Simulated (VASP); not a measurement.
The system is Pt.

```
Pt
1.0
    -2.12262    2.12262    1.14263
     2.12262   -2.12262    1.14263
     2.12262    2.12262   -1.14263
Pt
2
Direct
  0.62500 0.87500 0.75000
  0.37500 0.12500 0.25000
```

Base run:

* Program: VASP 6.6.1
* Functional: PBE
* Potentials or basis: VASP PAW PBE potentials, release 64 (Pt)
* Cutoff: 520 eV
* k mesh: 16 × 16 × 16
* Occupations: fermi-dirac, width 0.05 eV
* Spin: no spin polarisation

Its results: band gap on the k mesh zero (bands 10 and 11 overlap by 4.07 eV); pressure 389.9 GPa.

Question: The run is repeated on the same cell with these changes: functional from PBE to RPBE; occupations from fermi-dirac, width 0.05 eV to gaussian, width 0.025 eV. What comes out?

Answer: Band gap on the k mesh zero (bands 10 and 11 overlap by 4.07 eV); pressure 395.6 GPa.

Caveats: spin-orbit coupling is left out, which moves the levels of the heavy elements; the stress differs along the axes, from 388 to 393 GPa (at least some runs); the stress differs along the axes, from 394 to 399 GPa (at least some runs); the PAW data sets were made with another functional, which shifts forces and pressure a little (at least some runs).
